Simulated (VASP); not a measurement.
Runs of VASP 6.6.1 on Fe. It takes space group Im-3m (No. 229, cubic). The conventional cell has a = 2.886 Å, b = 2.886 Å, c = 2.886 Å, α = 90.00°, β = 90.00°, γ = 90.00°. Within 3.3 Å of Fe (site symmetry m-3m) lie 14 Fe at 2.50 to 2.89 Å. 

```tsv
spin	fixed moment (μB)	pressure (GPa)	moment (μB)
collinear, ferromagnetic start	0.7	(a)	0.70
collinear, ferromagnetic start	2.1	-16.7	2.10
collinear, ferromagnetic start	4.2	58.7	4.20
collinear, ferromagnetic start	3.5	(b)	3.50
collinear, zero start	0.0	-28.9	0.00
```

Alike in all rows: task single point; level PBE+D3(BJ); potentials or basis VASP PAW PBE potentials, release 64 (Fe); cell as given; k mesh 9 × 9 × 9; cutoff (eV) 520; smearing fermi-dirac 0.15 eV.

Q: Estimate the missing entries.

A: (a) -27.7; (b) 22.7.

Caveats: three body term missing; the total moment is fixed, so each spin has its own Fermi level.
